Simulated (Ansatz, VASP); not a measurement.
**MgMnC6N6 in VASP and in Ansatz**

Contents of INCAR:

```
PREC = Accurate ; ENCUT = 600
EDIFF = 1E-6 ; ISMEAR = 0
SIGMA = 0.1 ; LREAL = F
LASPH = T ; NELM = 200
ALGO = Normal ; ISIF = 2
LWAVE = F ; LCHARG = T
ISPIN = 2 ; MAGMOM = 0 4 0 0 0 0 0 0 0 0 0 0 0 0
LORBIT = 11 ; LMAXMIX = 4
GGA = PE ; LELF = T
LVHAR = T ; NBANDS = 52
GGA_COMPAT = F
```

The input KPOINTS:

```
Automatic mesh
0
Gamma
  4 4 4
```

The input POSCAR:

```
MgMnC6N6
1.0
    0.0000000000      5.1800000000      5.1800000000
    5.1800000000      0.0000000000      5.1800000000
    5.1800000000      5.1800000000      0.0000000000
Mg Mn C N
1 1 6 6
Direct
    0.0000000000      0.0000000000      0.0000000000
    0.5000000000      0.5000000000      0.5000000000
    0.8088803100      0.1911196900      0.1911196900
    0.1911196900      0.8088803100      0.1911196900
    0.1911196900      0.1911196900      0.8088803100
    0.1911196900      0.8088803100      0.8088803100
    0.8088803100      0.1911196900      0.8088803100
    0.8088803100      0.8088803100      0.1911196900
    0.6959459500      0.3040540500      0.3040540500
    0.3040540500      0.6959459500      0.3040540500
    0.3040540500      0.3040540500      0.6959459500
    0.3040540500      0.6959459500      0.6959459500
    0.6959459500      0.3040540500      0.6959459500
    0.6959459500      0.6959459500      0.3040540500
```

Input for Ansatz:

```yaml
crystal:
  lattice:
    - [0.0, 5.18, 5.18]
    - [5.18, 0.0, 5.18]
    - [5.18, 5.18, 0.0]
  atoms:
    - { symbol: Mg, position: [0.0, 0.0, 0.0] }
    - { symbol: Mn, position: [0.5, 0.5, 0.5], spin: 4.0 }
    - { symbol: C, position: [0.80888031, 0.19111969, 0.19111969] }
    - { symbol: C, position: [0.19111969, 0.80888031, 0.19111969] }
    - { symbol: C, position: [0.19111969, 0.19111969, 0.80888031] }
    - { symbol: C, position: [0.19111969, 0.80888031, 0.80888031] }
    - { symbol: C, position: [0.80888031, 0.19111969, 0.80888031] }
    - { symbol: C, position: [0.80888031, 0.80888031, 0.19111969] }
    - { symbol: "N", position: [0.69594595, 0.30405405, 0.30405405] }
    - { symbol: "N", position: [0.30405405, 0.69594595, 0.30405405] }
    - { symbol: "N", position: [0.30405405, 0.30405405, 0.69594595] }
    - { symbol: "N", position: [0.30405405, 0.69594595, 0.69594595] }
    - { symbol: "N", position: [0.69594595, 0.30405405, 0.69594595] }
    - { symbol: "N", position: [0.69594595, 0.69594595, 0.30405405] }
basis:
  ecutwfc: 420
kpoints:
  mp_grid: { grid: [4, 4, 4] }
hamiltonian:
  xc: pbe
scf:
  occupations: { method: gaussian, width: 0.1 }
  lower_state_search: "off"
output:
  forces: true
  stress: true
  eigenvalues: true
  populations: true
magnetization:
  spin_polarized: true
```

Alike in both runs: task single point; functional PBE; k mesh 4 × 4 × 4; occupations gaussian, width 0.1 eV; collinear spin.

|  | VASP | Ansatz |
| --- | --- | --- |
| version | VASP 6.6.1 | Ansatz 0.2.0 |
| potentials or method | VASP PAW PBE potentials, release 64 (Mg, Mn_pv, C, N), cutoff 600 eV | scalar-relativistic, plane waves, PAW |
| valence electrons in the cell | 69 | 79 |

VASP gave:

| Property | Result |
| --- | --- |
| gap on the k mesh at the Fermi level (eV) | 1.13 |
| least direct gap on the mesh (eV) | 1.24 |
| pressure (GPa) | 4.6 |
| rms of the force components (eV/Å) | 1.139 |
| net moment per atom (μB) | 0.21 |
| size of the moment on the site where the two differ most (μB) | 2.86 |

Q: Estimate Ansatz's values.

A: gap on the k mesh at the Fermi level (eV): 1.17; least direct gap on the mesh (eV): 1.27; pressure (GPa): 4.2; rms of the force components (eV/Å): 1.172; net moment per atom (μB): 0.21; size of the moment on the site where the two differ most (μB): 2.59.

Site moments also hang on the region over which each program counts them. Atom by atom the forces differ by 0.183 eV/Å (rms over components). VASP's potentials hold 69 valence electrons a cell and Ansatz's 79, so a difference there can come from the potentials and not from the codes.

Noted on VASP's run: the standard files for N, O and F lose accuracy on very short bonds.
